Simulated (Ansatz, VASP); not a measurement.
# Two plane-wave programs on VTe2Se5

```
V Te Se
1.0
     2.62603   -7.28208    0.00000
     2.62603    7.28208    0.00000
     0.00000    0.00000   12.08760
V Te Se
2 4 10
Direct
  0.81805 0.18195 0.75000
  0.18195 0.81805 0.25000
  0.13516 0.86484 0.88711
  0.13516 0.86484 0.61289
  0.86484 0.13516 0.11289
  0.86484 0.13516 0.38711
  0.93167 0.06833 0.88883
  0.69576 0.30424 0.90015
  0.93167 0.06833 0.61117
  0.69576 0.30424 0.59985
  0.06833 0.93167 0.11117
  0.30424 0.69576 0.09985
  0.06833 0.93167 0.38883
  0.30424 0.69576 0.40015
  0.29259 0.70741 0.75000
  0.70741 0.29259 0.25000
```

Alike in both runs: functional PBE; k mesh 3 × 3 × 1; occupations gaussian, width 0.15 eV; collinear spin.

Ansatz relaxed the structure, and its values are those at the end. VASP's run is a single point on that final structure, the one shown.

|  | VASP | Ansatz |
| --- | --- | --- |
| version | VASP 6.6.1 | Ansatz 0.2.0 |
| potentials or method | VASP PAW PBE potentials, release 64 (V_sv, Te, Se), cutoff 520 eV | scalar-relativistic, plane waves, PAW |
| valence electrons in the cell | 110 | 250 |

Ansatz gave:

```
gap on the k mesh at the Fermi level (eV)                     : none
pressure (GPa)                                                : 0.0
rms of the force components (eV/Å)                            : 0.014
net moment per atom (μB)                                      : 0.11
size of the moment on the site where the two differ most (μB) : 0.87
```

Task: Which values does VASP return?

Result: gap on the k mesh at the Fermi level (eV): none; pressure (GPa): -0.2; rms of the force components (eV/Å): 0.054; net moment per atom (μB): 0.00; size of the moment on the site where the two differ most (μB): 0.00.

The net moments are unlike, so the other rows may belong to different states. Site moments also hang on the region over which each program counts them. A gap of «none» marks a metal or a gap that the smearing closes. VASP's potentials hold 110 valence electrons a cell and Ansatz's 250, so a difference there can come from the potentials and not from the codes.

The k mesh is coarse, so the values compare programs but aren't converged. Spin-orbit coupling is off throughout.
